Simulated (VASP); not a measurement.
# Sn (I4/mmm) in VASP: notebook, part 2 of 2

VASP 6.6.1. Earlier steps stand in the parts before.

## (5) Single point, PBEsol (volume scaled by 1.06)

INCAR

```
  ALGO = Normal
  EDIFF = 1E-6
  ENCUT = 520
  GGA = PS
  ISIF = 2
  ISMEAR = -1
  LASPH = T
  LCHARG = F
  LREAL = F
  LWAVE = F
  NBANDS = 13
  NELM = 100
  PREC = Accurate
  SIGMA = 0.05
```

KPOINTS

```
k-points
0
Gamma
  10 10 10
```

POSCAR

```
Sn
1.0
   -2.0689875426      2.0689875426      1.6933321804
    2.0689875426     -2.0689875426      1.6933321804
    2.0689875426      2.0689875426     -1.6933321804
Sn
1
Direct
    0.0000000000      0.0000000000      0.0000000000
```

Potentials or basis: VASP PAW PBE potentials, release 64 (Sn_d).

On the command line:

```sh
cat potpaw_PBE.64/Sn_d/POTCAR > POTCAR
mpirun -np 1 vasp_std > vasp.out
```

OUTCAR:

```text
EDIFF = 1E-6
   ENCUT = 520
   GGA = PS
   ISIF = 2
   ISMEAR = -1
   LASPH = T
   LREAL = F
   NELM = 100
   PREC = Accurate

 ion  position               nearest neighbor table
   1  0.000  0.000  0.000-

  LATTYP: Found a body centered tetragonal cell.
 ALAT       =     4.1379750852
 C/A-ratio  =     0.8184351745

  Lattice vectors:

 A1 = (  -2.0689875426,   2.0689875426,   1.6933321804)
 A2 = (   2.0689875426,  -2.0689875426,   1.6933321804)
 A3 = (   2.0689875426,   2.0689875426,  -1.6933321804)

Analysis of symmetry for initial positions (statically):
=====================================================================
 Subroutine PRICEL returns:
 Original cell was already a primitive cell.

 Routine SETGRP: Setting up the symmetry group for a
 body centered tetragonal supercell.

 Subroutine GETGRP returns: Found 16 space group operations
 (whereof 16 operations were pure point group operations)
 out of a pool of 16 trial point group operations.

The static configuration has the point symmetry D_4h.

Analysis of symmetry for dynamics (positions and initial velocities):
=====================================================================
 Subroutine PRICEL returns:
 Original cell was already a primitive cell.

 Routine SETGRP: Setting up the symmetry group for a
 body centered tetragonal supercell.

 Subroutine GETGRP returns: Found 16 space group operations
 (whereof 16 operations were pure point group operations)
 out of a pool of 16 trial point group operations.

The dynamic configuration has the point symmetry D_4h.

 Subroutine INISYM returns: Found 16 space group operations
 (whereof 16 operations are pure point group operations),
 and found     1 'primitive' translations

----------------------------------------------------------------------------------------

                                     Primitive cell

  volume of cell :      28.9947

[... 107 lines left out ...]
  volume/ion in A,a.u.               =      28.99       195.67
  Fermi-wavevector in a.u.,A,eV,Ry     =   1.284335  2.427041 22.443022  1.649516
  Thomas-Fermi vector in A             =   2.416534
   LORBIT       =      0    0 simple, 1 ext, 2 COOP (PROOUT), +10 PAW based schemes
   GGA     = PS    functional components
   LHFCALC =     F    Hartree Fock is set to
   AEXX    =    0.0000 exact exchange contribution
   IVDW    =     0    specifies the selected vdW correction
   LEPSILON=     F    determine dielectric tensor
   LRPA    =     F    only Hartree local field effects (RPA)
 non-spin polarized calculation
  energy-cutoff  :      520.00
  volume of cell :       28.99
 maximum number of plane-waves:       799
 NGX is ok and might be reduce to    28
   NGX = 13   NGY = 13   NGZ = 13

 number of electron      14.0000001 magnetization

 Free energy of the ion-electron system (eV)
  ---------------------------------------------------
  ext. energy  EPLUGINS =         0.00000000
  ---------------------------------------------------
  free energy    TOTEN  =        -4.19609717 eV

  energy without entropy =       -4.19077008  energy(sigma->0) =       -4.19343362

 E-fermi :   7.1037     XC(G=0): -10.1968

 val. band max:        7.0536123923   @ k =   0.3000   0.2000   0.1000
 cond. band min:       7.1153188730   @ k =   0.5000   0.2000   0.0000
 fundamental gap:      0.0617064808
 Fermi energy:         7.1036597085

 k-point     1 :       0.0000    0.0000    0.0000
  band No.  band energies     occupation
      1     -14.2747      2.00000
      2     -14.2110      2.00000
      3     -14.2110      2.00000
      4     -14.2087      2.00000
      5     -14.1136      2.00000
      6      -3.5047      2.00000
      7      13.5153      0.00000
      8      13.5153      0.00000
      9      15.8036      0.00000
     10      17.1153      0.00000
     11      18.1115      0.00000
     12      19.4739      0.00000
     13      19.4739      0.00000
[... 354 lines left out ...]
  band No.  band energies     occupation
      1     -14.2499      2.00000
      2     -14.1821      2.00000
      3     -14.1615      2.00000
      4     -14.1364      2.00000
      5     -14.1186      2.00000
      6       1.1808      2.00000
      7       4.7260      2.00000
      8       6.1242      2.00000
      9      11.3821      0.00000
     10      15.9390      0.00000
     11      18.0967      0.00000
     12      22.4766      0.00000
     13      22.9833      0.00000

 [... further k-points ...]
[... 5 lines left out ...]
  --------------------------------------------------------------------------------------
  -------------------------------------------------------------------------------------
  Total       -0.7819643     -0.7819643     -0.7275789      0.0000000     -0.0000000      0.0000000
  in kB      -43.2095373    -43.2095373    -40.2043259      0.0000000     -0.0000000      0.0000000
  external PRESSURE =     -42.2078002 kB  Pullay stress =       0.0000000 kB

 VOLUME and BASIS-vectors are now :
 -----------------------------------------------------------------------------
  energy-cutoff  :      520.00
  volume of cell :       28.99
      direct lattice vectors                 reciprocal lattice vectors
    -2.068987543  2.068987543  1.693332180     0.000000000  0.241664094  0.295275792
     2.068987543 -2.068987543  1.693332180     0.241664094  0.000000000  0.295275792
     2.068987543  2.068987543 -1.693332180     0.241664094  0.241664094  0.000000000

 POSITION                                       TOTAL-FORCE (eV/Angst)
 -----------------------------------------------------------------------------------
      0.00000      0.00000      0.00000         0.000000      0.000000      0.000000
 -----------------------------------------------------------------------------------
    total drift:                               -0.000000     -0.000000     -0.000000

  FREE ENERGIE OF THE ION-ELECTRON SYSTEM (eV)
  ---------------------------------------------------
  free  energy   TOTEN  =        -4.1960971696 eV

  energy  without entropy=       -4.1907700758  energy(sigma->0) =       -4.19343362
```

stdout:

```text
POSCAR found type information on POSCAR Sn
 POSCAR found :  1 types and       1 ions
 scaLAPACK will be used
 -----------------------------------------------------------------------------
|                                                                             |
|                                                                             |
|     You enforced a specific xc type in the INCAR file but a different       |
|     I HOPE YOU KNOW WHAT YOU ARE DOING!                                     |
|                                                                             |
 -----------------------------------------------------------------------------

 LDA part: xc-table for (Slater+PW92), standard interpolation
 POSCAR, INCAR and KPOINTS ok, starting setup
 FFT: planning ... GRIDC
 FFT: planning ... GRID_SOFT
 FFT: planning ... GRID
 WAVECAR not read
 entering main loop
```

Run time: 14 s. Hardware: 1 thread of Intel Xeon 6975P-C (Granite Rapids), shared host; peak memory 0.17 GiB.

Results:

* Free energy: -4.1961 eV
* Pressure: -4.2 GPa
* Band gap on the k mesh: zero (band 7 reaches 13.52 eV, above the bottom of band 8 at 5.28 eV)

Stress tensor (GPa, compression positive):
```
-4.32  0.00  0.00
 0.00 -4.32  0.00
 0.00  0.00 -4.02
```

Levels at points of the mesh, in eV from the Fermi level:
```csv
k point,band 5,band 6,band 7,band 8,band 9,band 10
"(0.00, 0.00, 0.00)",-21.22,-10.61,6.41,6.41,8.70,10.01
"(0.50, 0.00, 0.00)",-21.18,-5.73,-3.85,2.95,4.18,6.94
"(0.50, 0.50, 0.00)",-21.18,-7.13,-4.34,5.48,7.34,9.98
"(0.50, 0.50, 0.50)",-21.17,-3.61,-1.40,-1.40,2.46,3.15
```

Caveat: the PAW data sets were made with another functional, which shifts forces and pressure a little; spin-orbit coupling is left out, which moves the levels of the heavy elements.

## (6) The runs side by side

```tsv
cell	gap on the mesh (eV)	pressure (GPa)
a = 3.248 Å, angles 104.5, 104.5, 119.9°, 1 atom	none	1.3
a = 3.293 Å, angles 104.5, 104.5, 119.9°, 1 atom	none	-1.0
a = 3.338 Å, angles 104.5, 104.5, 119.9°, 1 atom	none	-2.8
a = 3.381 Å, angles 104.5, 104.5, 119.9°, 1 atom	none	-4.2
```

Alike in all rows: task single point; level PBEsol; potentials or basis VASP PAW PBE potentials, release 64 (Sn_d); no spin polarisation; k mesh 10 × 10 × 10; cutoff (eV) 520; smearing fermi-dirac 0.05 eV.

Caveats: the PAW data sets were made with another functional, which shifts forces and pressure a little; spin-orbit coupling is left out, which moves the levels of the heavy elements.

Absolute energies hang on the potentials; compare differences alone.
